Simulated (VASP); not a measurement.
A run of VASP 6.6.1 is set up as follows.

INCAR

```
SYSTEM = LiF
PREC = Accurate ; ENCUT = 520
EDIFF = 1E-6 ; ISMEAR = 0
SIGMA = 0.01 ; LREAL = .FALSE.
LASPH = .TRUE. ; NELM = 60
ALGO = Normal ; ISIF = 2
LWAVE = .FALSE. ; LCHARG = .FALSE.
GGA = PE ; NBANDS = 12
```

KPOINTS

```
Automatic mesh
0
G
  8 8 8
  0 0 0
```

File POSCAR:

```
LiF
1.0
    2.5599477944      0.0000000000      0.0000000000
    0.0000000000      2.5599477944      0.0000000000
    0.0000000000      0.0000000000      2.5599477944
Li F
1 1
Direct
    0.0000000000      0.0000000000      0.0000000000
    0.5000000000      0.5000000000      0.5000000000
```

Potentials or basis: VASP PAW PBE potentials, release 64 (Li_sv, F).

Command:

```bash
$ cat potpaw_PBE.64/Li_sv/POTCAR potpaw_PBE.64/F/POTCAR > POTCAR
$ mpirun -np 1 vasp_std > vasp.out
```

Task: Estimate the band gap on the k mesh.

Result: 7.51 eV (least direct gap 8.18 eV).

 A k mesh can miss the band edges.
